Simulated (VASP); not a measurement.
Wanted: the native input for a VASP 6.6.1 run.

| Item | Value |
| --- | --- |
| Task | single point |
| Functional | PBEsol |
| Potentials or basis | VASP PAW PBE potentials, release 64 (Sr_sv, Cl) |
| Cutoff | 500 eV |
| k mesh | 4 × 4 × 4 |
| Occupations | gaussian, width 0.01 eV |
| Spin | no spin polarisation |
| Dipole correction | no |
| Further INCAR settings | ALGO = Normal; EDIFF = 1e-06; NBANDS = 19 |

The structure of SrCl2 lies in POSCAR:

```
SrCl2
1.0
    0.0000000000      3.4976509413      3.4976509413
    3.4976509413      0.0000000000      3.4976509413
    3.4976509413      3.4976509413      0.0000000000
Sr Cl
1 2
Direct
    0.0000000000      0.0000000000      0.0000000000
    0.2500000000      0.2500000000      0.2500000000
    0.7500000000      0.7500000000      0.7500000000
```

One way to write it, as run:

INCAR

```
ALGO = Normal
EDIFF = 1E-6
ENCUT = 500
GGA = PS
GGA_COMPAT = F
ISIF = 2
ISMEAR = 0
LASPH = T
LCHARG = F
LREAL = F
LWAVE = F
NBANDS = 19
NELM = 120
PREC = Accurate
SIGMA = 0.01
```

KPOINTS

```
k-points
0
Gamma
  4 4 4
```

Potentials or basis: VASP PAW PBE potentials, release 64 (Sr_sv, Cl).

The run is started by

```sh
$ cat potpaw_PBE.64/Sr_sv/POTCAR potpaw_PBE.64/Cl/POTCAR > POTCAR
$ mpirun -np 1 vasp_std > vasp.out
```

Results of the run:

```
Pressure               : -1.2 GPa
Band gap on the k mesh : 5.10 eV, indirect (least direct gap 5.36 eV)
```

Caveat: the PAW data sets were made with another functional, which shifts forces and pressure a little.

It took 22 s on 1 thread of Intel Xeon 8259CL, with other jobs on the host, peak memory 0.21 GiB.
